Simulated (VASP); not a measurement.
# Si2C3 (P-6m2) in VASP: further runs, part 2 of 2

VASP 6.6.1. Earlier steps stand in the parts before.

### 3 Single point, PBE

This run uses another cell than the first one, of 13.77 Å³/atom.

File INCAR:

```
ALGO = Normal
EDIFF = 1E-7
ENCUT = 520
GGA = PE
ISIF = 2
ISMEAR = 0
LASPH = True
LCHARG = False
LREAL = False
LWAVE = False
NBANDS = 31
NELM = 100
PREC = Accurate
SIGMA = 0.1
```

File KPOINTS:

```
k-points
0
Gamma
  6 6 1
```

File POSCAR:

```
Si2C3
1.0
    2.6739808600      0.0000000000      0.0000000000
   -1.3369904300      2.3157353600      0.0000000000
    0.0000000000      0.0000000000     22.2325084500
Si C
4 6
Direct
    0.6666666700      0.3333333300      0.8000000000
    0.6666666700      0.3333333300      0.0000000000
    0.6666666700      0.3333333300      0.2000000000
    0.3333333300      0.6666666700      0.5000000000
    0.6666666700      0.3333333300      0.4000000000
    0.6666666700      0.3333333300      0.6000000000
    0.3333333300      0.6666666700      0.7000000000
    0.3333333300      0.6666666700      0.9000000000
    0.3333333300      0.6666666700      0.1000000000
    0.3333333300      0.6666666700      0.3000000000
```

Potentials or basis: VASP PAW PBE potentials, release 64 (Si, C).

Run with:

```bash
cat potpaw_PBE.64/Si/POTCAR potpaw_PBE.64/C/POTCAR > POTCAR
mpirun -np 1 vasp_std > vasp.out
```

Run time: 59 s. Hardware: 1 thread of Intel Xeon Platinum 8375C at 2.90GHz (Ice Lake), shared host; peak memory 0.24 GiB.

Results (log left out):

```
Free energy            : -44.3749 eV
Pressure               : -20.3 GPa
Largest force          : 0.406 eV/Å
Band gap on the k mesh : zero (bands 20 and 21 overlap by 5.49 eV)
```

Forces in eV/Å, atoms in the order of the input:
```
Si   0.000  0.000  0.305
Si   0.000  0.000  0.000
Si   0.000  0.000 -0.305
Si   0.000  0.000  0.000
C    0.000  0.000 -0.326
C    0.000  0.000  0.326
C    0.000  0.000 -0.406
C    0.000  0.000  0.030
C    0.000  0.000 -0.030
C    0.000  0.000  0.406
```

Stress tensor (GPa, compression positive):
```
-18.14   0.00   0.00
  0.00 -18.14   0.00
  0.00   0.00 -24.48
```

Levels at points of the mesh, in eV from the Fermi level:
```csv
k point,band 16,band 17,band 18,band 19,band 20,band 21,band 22,band 23,band 24,band 25
"(0.00, 0.00, 0.00)",1.69,2.99,3.63,3.63,3.65,3.65,3.79,3.79,3.82,3.82
"(0.50, 0.00, 0.00)",-3.39,-2.91,-2.15,-1.72,-1.21,-0.82,0.33,0.62,1.77,1.88
```

Caveat: the k points lie up to 0.45 Å⁻¹ apart, too coarse for converged energies and pressures of a metal.

### 4 Single point, PBE

This run uses another cell than the first one, of 9.25 Å³/atom.

File INCAR:

```
SYSTEM = Si2C3
PREC = Accurate
ENCUT = 520
EDIFF = 1E-7
ISMEAR = 0
SIGMA = 0.1
LREAL = .False.
LASPH = .True.
NELM = 80
ALGO = Normal
ISIF = 2
LWAVE = .False.
LCHARG = .True.
GGA = PE
LELF = .True.
LVHAR = .True.
NBANDS = 31
```

File KPOINTS:

```
regular mesh
0
Gamma
  6 6 2
  0 0 0
```

File POSCAR:

```
Si2C3
1.0
    2.7662584169      0.0000000000      0.0000000000
   -1.3831292084      2.3956500625      0.0000000000
    0.0000000000      0.0000000000     13.9593552479
Si C
4 6
Direct
    0.6666666667      0.3333333333      0.8173342668
    0.6666666667      0.3333333333      0.0000000000
    0.6666666667      0.3333333333      0.1826657332
    0.3333333333      0.6666666667      0.5000000000
    0.6666666667      0.3333333333      0.3229740016
    0.6666666667      0.3333333333      0.6770259984
    0.3333333333      0.6666666667      0.6443251886
    0.3333333333      0.6666666667      0.8763951458
    0.3333333333      0.6666666667      0.1236048542
    0.3333333333      0.6666666667      0.3556748114
```

Potentials or basis: VASP PAW PBE potentials, release 64 (Si, C).

Run with:

```bash
cat potpaw_PBE.64/Si/POTCAR potpaw_PBE.64/C/POTCAR > POTCAR
mpirun -np 1 vasp_std > vasp.out
```

OUTCAR:

```text
SYSTEM = Si2C3
   PREC = Accurate
   ENCUT = 520
   EDIFF = 1E-7
   ISMEAR = 0
   LREAL = .False.
   LASPH = .True.
   NELM = 80
   ISIF = 2
   GGA = PE

 ion  position               nearest neighbor table
   1  0.667  0.333  0.817-   8 1.80   8 1.80   8 1.80   6 1.96   2 2.55
   2  0.667  0.333  0.000-   8 2.35   9 2.35   8 2.35   9 2.35   8 2.35   9 2.35   1 2.55   3 2.55

   3  0.667  0.333  0.183-   9 1.80   9 1.80   9 1.80   5 1.96   2 2.55
   4  0.333  0.667  0.500-   7 2.01  10 2.01
   5  0.667  0.333  0.323-  10 1.66  10 1.66  10 1.66   3 1.96
[... 687 lines left out ...]
  external PRESSURE =      -0.3191792 kB  Pullay stress =       0.0000000 kB

 VOLUME and BASIS-vectors are now :
 -----------------------------------------------------------------------------
  energy-cutoff  :      520.00
  volume of cell :       92.51
      direct lattice vectors                 reciprocal lattice vectors
     2.766258417  0.000000000  0.000000000     0.361499126  0.208711618  0.000000000
    -1.383129208  2.395650063  0.000000000     0.000000000  0.417423235  0.000000000
     0.000000000  0.000000000 13.959355248     0.000000000  0.000000000  0.071636546

 POSITION                                       TOTAL-FORCE (eV/Angst)
 -----------------------------------------------------------------------------------
      1.38313      0.79855     11.40946         0.000000      0.000000      0.026053
      1.38313      0.79855      0.00000         0.000000      0.000000      0.000000
      1.38313      0.79855      2.54990         0.000000      0.000000     -0.026053
     -0.00000      1.59710      6.97968         0.000000      0.000000      0.000000
      1.38313      0.79855      4.50851        -0.000000     -0.000000     -0.009131
      1.38313      0.79855      9.45085        -0.000000     -0.000000      0.009131
     -0.00000      1.59710      8.99436         0.000000      0.000000      0.001321
     -0.00000      1.59710     12.23391         0.000000     -0.000000     -0.024620
     -0.00000      1.59710      1.72544        -0.000000     -0.000000      0.024620
     -0.00000      1.59710      4.96499         0.000000      0.000000     -0.001321
 -----------------------------------------------------------------------------------
    total drift:                                0.000000     -0.000000     -0.000000

  FREE ENERGIE OF THE ION-ELECTRON SYSTEM (eV)
  ---------------------------------------------------
  free  energy   TOTEN  =       -69.6818492745 eV

  energy  without entropy=      -69.6670588711  energy(sigma->0) =      -69.67445407
```

stdout:

```text
POSCAR found type information on POSCAR SiC
 POSCAR found :  2 types and      10 ions
 scaLAPACK will be used
 LDA part: xc-table for (Slater+PW92), standard interpolation
 POSCAR, INCAR and KPOINTS ok, starting setup
 FFT: planning ... GRIDC
 FFT: planning ... GRID_SOFT
 FFT: planning ... GRID
 WAVECAR not read
 entering main loop
```

It took 82 s on 1 thread of Intel Xeon Platinum 8375C at 2.90GHz (Ice Lake), shared host; peak memory 0.23 GiB.

What came out:

- Free energy: -69.6818 eV
- Pressure: 0.0 GPa
- Largest force: 0.026 eV/Å
- Band gap on the k mesh: zero (bands 20 and 21 overlap by 4.23 eV)

Forces in eV/Å, atoms in the order of the input:
```
Si   0.000  0.000  0.026
Si   0.000  0.000  0.000
Si   0.000  0.000 -0.026
Si   0.000  0.000  0.000
C    0.000  0.000 -0.009
C    0.000  0.000  0.009
C    0.000  0.000  0.001
C    0.000  0.000 -0.025
C    0.000  0.000  0.025
C    0.000  0.000 -0.001
```

Caveat: the k points lie up to 0.44 Å⁻¹ apart, too coarse for converged energies and pressures of a metal.

### 5 Relaxation of cell and atoms, PBE

This run uses another cell than the first one, of 13.77 Å³/atom.

File INCAR:

```
SYSTEM = Si2C3
  ALGO = Normal
  EDIFF = 1E-7
  EDIFFG = -0.04
  ENCUT = 600
  GGA = PE
  IBRION = 2
  ISIF = 3
  ISMEAR = 0
  LASPH = .True.
  LCHARG = .False.
  LREAL = .False.
  LWAVE = .False.
  NELM = 80
  NSW = 90
  PREC = Accurate
  SIGMA = 0.1
```

File KPOINTS:

```
k-points
0
Gamma
  6 6 1
  0 0 0
```

File POSCAR:

```
Si2C3
1.0
    2.6739808600      0.0000000000      0.0000000000
   -1.3369904300      2.3157353600      0.0000000000
    0.0000000000      0.0000000000     22.2325084500
Si C
4 6
Direct
    0.6666666700      0.3333333300      0.8000000000
    0.6666666700      0.3333333300      0.0000000000
    0.6666666700      0.3333333300      0.2000000000
    0.3333333300      0.6666666700      0.5000000000
    0.6666666700      0.3333333300      0.4000000000
    0.6666666700      0.3333333300      0.6000000000
    0.3333333300      0.6666666700      0.7000000000
    0.3333333300      0.6666666700      0.9000000000
    0.3333333300      0.6666666700      0.1000000000
    0.3333333300      0.6666666700      0.3000000000
```

Run with:

```bash
cat potpaw_PBE.64/Si/POTCAR potpaw_PBE.64/C/POTCAR > POTCAR
mpirun -np 1 vasp_std > vasp.out
```

Wall time 47 min (1 thread of Intel Xeon Platinum 8375C at 2.90GHz (Ice Lake), shared host); peak memory 0.34 GiB.

The run converged. Its results:

```
Free energy                           : -69.7737 eV
Relaxed volume                        : 9.29 Å³/atom
Relaxed cell                          : a = 2.766 Å, b = 2.766 Å, c = 14.024 Å, α = 90.00°, β = 90.00°, γ = 120.00°
Space group after relaxing (to 0.1 Å) : P-6m2 (No. 187)
Pressure after relaxing               : 0.1 GPa
Largest force after relaxing          : 0.026 eV/Å
Band gap on the k mesh                : zero (bands 20 and 21 overlap by 4.22 eV)
```

Forces on the atoms (eV/Å):
```
Si   0.000  0.000 -0.026
Si   0.000  0.000  0.000
Si   0.000  0.000  0.026
Si   0.000  0.000  0.000
C    0.000  0.000  0.015
C    0.000  0.000 -0.015
C    0.000  0.000 -0.022
C    0.000  0.000 -0.016
C    0.000  0.000  0.016
C    0.000  0.000  0.022
```

Final structure:
```xyz
10
Lattice="2.7656 0.0000 0.0000 -1.3828 2.3951 0.0000 0.0000 0.0000 14.0243" Properties=species:S:1:pos:R:3 pbc="T T T"
Si    1.3828    0.7984   11.4506
Si    1.3828    0.7984    0.0000
Si    1.3828    0.7984    2.5736
Si    0.0000    1.5967    7.0121
C     1.3828    0.7984    4.5402
C     1.3828    0.7984    9.4840
C     0.0000    1.5967    9.0180
C     0.0000    1.5967   12.2587
C     0.0000    1.5967    1.7655
C     0.0000    1.5967    5.0062
```

Levels at points of the mesh, in eV from the Fermi level:
```csv
k point,band 16,band 17,band 18,band 19,band 20,band 21,band 22,band 23,band 24,band 25
"(0.00, 0.00, 0.00)",-0.61,-0.61,-0.51,-0.51,1.85,4.38,4.41,4.47,4.47,4.61
"(0.50, 0.00, 0.00)",-4.07,-3.40,-2.94,-2.79,-2.75,0.09,0.54,1.81,2.90,3.44
```

Caveat: the k points lie up to 0.45 Å⁻¹ apart in the final cell, too coarse for converged energies and pressures of a metal; the volume moved by over 15 % at a fixed basis, so the end points are rough.

### 6 Overview

| task | cell | k mesh | cutoff (eV) | gap on the mesh (eV) | pressure (GPa) | largest force (eV/Å) |
| --- | --- | --- | --- | --- | --- | --- |
| single point | a = 2.766, b = 2.766, c = 14.037 Å, angles 90.0, 90.0, 120.0°, 10 atoms, atomic positions A | 6 × 6 × 1 | 520 | none | 0.1 | 0.04 |
| single point | a = 2.674, b = 2.674, c = 22.233 Å, angles 90.0, 90.0, 120.0°, 10 atoms, atomic positions B | 6 × 6 × 1 | 520 | none | -20.3 | 0.41 |
| single point | a = 2.766, b = 2.766, c = 13.959 Å, angles 90.0, 90.0, 120.0°, 10 atoms, atomic positions C | 6 × 6 × 2 | 520 | none | 0.0 | 0.03 |
| relaxation of cell and atoms | relaxed from a = 2.674, b = 2.674, c = 22.233 Å, angles 90.0, 90.0, 120.0°, 10 atoms, atomic positions B | 6 × 6 × 1 | 600 | none | 0.1 | 0.03 |

Alike in all rows: level PBE; potentials or basis VASP PAW PBE potentials, release 64 (Si, C); no spin polarisation; smearing gaussian 0.1 eV.

Caveats: all runs use coarse meshes; the volume moved by over 15 % at a fixed basis, so the end points are rough (at least some runs).

Absolute energies hang on the potentials; compare differences alone.
